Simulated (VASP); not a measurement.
A run of VASP 6.6.1:

File INCAR:

```
PREC = Accurate ; ENCUT = 600
EDIFF = 1E-6 ; ISMEAR = 0
SIGMA = 0.01 ; LREAL = False
LASPH = True ; NELM = 60
ALGO = Normal ; ISIF = 3
LWAVE = False ; LCHARG = False
IBRION = 2 ; NSW = 100
EDIFFG = -0.002 ; PSTRESS = 20.0
```

File KPOINTS:

```
Automatic mesh
0
Gamma
  10 10 10
```

POSCAR

```
MgO
1.0
    2.0795922154      2.0795922154      0.0000000000
   -2.0795922154      2.0795922154      0.0000000000
    0.0000000000      2.0795922154      2.0795922154
Mg O
1 1
Direct
    0.0000000000      0.0000000000      0.0000000000
    0.5000000000      0.5000000000      0.0000000000
```

Potentials or basis: VASP PAW LDA potentials, release 64 (Mg, O).

Launch:

```sh
$ cat potpaw_LDA.64/Mg/POTCAR potpaw_LDA.64/O/POTCAR > POTCAR
$ mpirun -np 1 vasp_std > vasp.out
```

Hardware: 1 thread of Intel Xeon 6975P-C (shared host).

Question: How long does it take, and how much memory?

Answer: Run time: 7.9 s on 1 thread of Intel Xeon 6975P-C (shared host), peak memory 0.14 GiB. Counts: scf iterations 22, k points 47, ion steps 3.
